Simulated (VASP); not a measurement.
Runs of VASP 6.6.1 on Ti. The structure is that of space group P6_3/mmc (No. 194), or close to it. The cells are those of the table. 

```csv
cell,gap on the mesh (eV),pressure (GPa)
"a = 3.032, b = 3.032, c = 9.701 Å, angles 90.0, 90.0, 120.0°, 4 atoms",none,-7.2
"a = 2.915, b = 2.915, c = 9.328 Å, angles 90.0, 90.0, 120.0°, 4 atoms",none,4.3
"a = 2.994, b = 2.994, c = 9.580 Å, angles 90.0, 90.0, 120.0°, 4 atoms",none,(a)
"a = 2.955, b = 2.955, c = 9.456 Å, angles 90.0, 90.0, 120.0°, 4 atoms",none,-0.2
"a = 2.874, b = 2.874, c = 9.196 Å, angles 90.0, 90.0, 120.0°, 4 atoms",none,(b)
```

Alike in all rows: task single point; level revPBE; potentials or basis VASP PAW PBE potentials, release 64 (Ti_sv); no spin polarisation; k mesh 14 × 14 × 4; cutoff (eV) 520; smearing fermi-dirac 0.1 eV.

Fill in the values left out.

(a) -4.0; (b) 9.8.

Caveats: the PAW data sets were made with another functional, which shifts forces and pressure a little.

A gap of «none» marks levels without a gap at the run's occupations.
